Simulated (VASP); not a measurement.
Here is a VASP 6.6.1 calculation.

INCAR

```
SYSTEM = V
ALGO     = Normal         ! electronic algorithm
EDIFF    = 1E-6           ! SCF threshold, eV
EDIFFG   = -0.04          ! ionic threshold
ENCUT    = 600            ! plane-wave cutoff, eV
GGA      = PS             ! functional
IBRION   = 2              ! ionic algorithm
ISIF     = 3              ! what is computed and relaxed
ISMEAR   = 0              ! smearing method
LASPH    = .TRUE.         ! aspherical terms in the spheres
LCHARG   = .FALSE.        ! write CHGCAR
LREAL    = .FALSE.        ! projectors in reciprocal space
LWAVE    = .FALSE.        ! write WAVECAR
NELM     = 100            ! most SCF steps
NSW      = 90             ! ionic steps
PREC     = Accurate       ! precision mode
SIGMA    = 0.1            ! smearing width, eV
```

The input KPOINTS:

```
k-points
0
G
  8 8 8
  0 0 0
```

POSCAR

```
V
1.0
    2.4398711703      0.0000000000      0.0000000000
    0.0000000000      2.4398711703      0.0000000000
    0.0000000000      0.0000000000      2.4398711703
V
1
Direct
    0.0000000000      0.0000000000      0.0000000000
```

Potentials or basis: VASP PAW PBE potentials, release 64 (V_sv).

Run with:

```sh
$ cat potpaw_PBE.64/V_sv/POTCAR > POTCAR
$ mpirun -np 1 vasp_std > vasp.out
```

Problem. Estimate the relaxed volume.

Solution. 13.93 Å³/atom.

Problem. Estimate the space group after relaxing (to 0.1 Å).

Solution. Pm-3m (No. 221).

Problem. Estimate the band gap on the k mesh.

Solution. Zero (an odd number of electrons rules out a gap without spin polarisation).

Final structure:
```
CELL_PARAMETERS angstrom
2.40638 0.00000 0.00000
0.00000 2.40638 0.00000
0.00000 0.00000 2.40638
ATOMIC_POSITIONS crystal
V 0.00000 0.00000 0.00000
```

Caveat: the PAW data sets were made with another functional, which shifts forces and pressure a little.
